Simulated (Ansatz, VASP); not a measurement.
## Two plane-wave programs on TiAl

```
CELL_PARAMETERS angstrom
3.17906 0.00000 0.00000
0.00000 3.17906 0.00000
0.00000 0.00000 3.17906
ATOMIC_POSITIONS crystal
Ti 0.00000 0.00000 0.00000
Al 0.50000 0.50000 0.50000
```

Alike in both runs: task single point; functional r2SCAN50; k mesh 4 × 4 × 4; occupations fermi-dirac, width 0.05 eV; no spin polarisation.

|  | VASP | Ansatz |
| --- | --- | --- |
| version | VASP 6.6.1 | Ansatz 0.2.0 |
| potentials or method | VASP PAW PBE potentials, release 64 (Ti_sv, Al) | Ansatz PAW |
| plane-wave cutoff (eV) | 520 | 500 |
| valence electrons in the cell | 15 | 15 |

Ansatz gave:

```
gap on the k mesh at the Fermi level (eV) : none
pressure (GPa)                            : -3.1
```

Task: Which values does VASP return?

Result: gap on the k mesh at the Fermi level (eV): none; pressure (GPa): -3.7.

VASP's potentials were made for PBE, not for r2SCAN50. A gap of «none» marks a metal or a gap that the smearing closes.

The k mesh is coarse, so the values compare programs but aren't converged.
